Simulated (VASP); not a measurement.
Wanted: the native input for a VASP 6.6.1 run.

```
Task                   : single point
Functional             : LDA
Potentials or basis    : VASP PAW LDA potentials, release 64 (Ga_d)
Cutoff                 : 520 eV
k mesh                 : 8 × 8 × 7
Occupations            : gaussian, width 0.2 eV
Spin                   : no spin polarisation
Dipole correction      : no
Further INCAR settings : ALGO = Normal; EDIFF = 1e-06; NBANDS = 34
```

The structure of Ga lies in POSCAR:

```
Ga
1.0
    2.2178908173     -3.7419137528      0.0000000000
    2.2178908173      3.7419137528      0.0000000000
    0.0000000000      0.0000000000      4.4249628129
Ga
4
Direct
    0.8443628362      0.1556371638      0.0859373133
    0.6556371638      0.3443628362      0.5859373133
    0.1556371638      0.8443628362      0.9140626867
    0.3443628362      0.6556371638      0.4140626867
```

One way to write it, as run:

INCAR

```
SYSTEM = Ga
  PREC = Accurate
  ENCUT = 520
  EDIFF = 1E-6
  ISMEAR = 0
  SIGMA = 0.2
  LREAL = .FALSE.
  LASPH = .TRUE.
  NELM = 100
  ALGO = Normal
  ISIF = 2
  LWAVE = .FALSE.
  LCHARG = .FALSE.
  NBANDS = 34
```

KPOINTS

```
Automatic mesh
0
G
  8 8 7
  0 0 0
```

Potentials or basis: VASP PAW LDA potentials, release 64 (Ga_d).

Launch:

```bash
$ cat potpaw_LDA.64/Ga_d/POTCAR > POTCAR
$ mpirun -np 1 vasp_std > vasp.out
```

It gave:

* Pressure: 0.1 GPa
* Largest force: 0.007 eV/Å
* Band gap on the k mesh: zero (band 26 reaches 5.63 eV, above the bottom of band 27 at 4.58 eV)

It took 67 s on 1 thread of Intel(R) Xeon(R) 6975P-C (Granite Rapids) (shared host), peak memory 0.25 GiB.
